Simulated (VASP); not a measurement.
Write the native input for VASP 6.6.1 that does the following.

```
Task                   : electric field gradients
Functional             : LDA
Potentials or basis    : VASP PAW LDA potentials, release 64 (Pb_d, S)
Cutoff                 : 520 eV
k mesh                 : 7 × 7 × 7
Occupations            : fermi-dirac, width 0.01 eV
Spin                   : no spin polarisation
Dipole correction      : no
Further INCAR settings : ALGO = Normal; EDIFF = 1e-08; NBANDS = 17
```

The structure of PbS lies in POSCAR:

```
PbS
1.0
    0.0000000000      2.9249275202      2.9249275202
    2.9249275202      0.0000000000      2.9249275202
    2.9249275202      2.9249275202      0.0000000000
Pb S
1 1
Direct
    0.0000000000      0.0000000000      0.0000000000
    0.5000000000      0.5000000000      0.5000000000
```

This cell differs from its parent crystal: volume scaled by 0.96.

These files were run (other wordings do the same):

INCAR

```
SYSTEM = PbS
ALGO = Normal
EDIFF = 1E-8
ENCUT = 520
GGA = CA
ISIF = 2
ISMEAR = -1
LASPH = .TRUE.
LCHARG = .FALSE.
LEFG = .TRUE.
LREAL = .FALSE.
LWAVE = .FALSE.
NBANDS = 17
NELM = 60
PREC = Accurate
SIGMA = 0.01
```

KPOINTS

```
k-points
0
G
  7 7 7
  0 0 0
```

Potentials or basis: VASP PAW LDA potentials, release 64 (Pb_d, S).

Run with:

```bash
$ cat potpaw_LDA.64/Pb_d/POTCAR potpaw_LDA.64/S/POTCAR > POTCAR
$ mpirun -np 1 vasp_std > vasp.out
```

Results of the run:

```yaml
Pressure: -0.2 GPa
```

Caveat: without QUAD_EFG the Cq values of the log hold for a quadrupole moment of 1 mb, not for the nuclei.

Run time: 23 s on 1 thread of Intel Xeon 8259CL (shared host), peak memory 0.16 GiB.
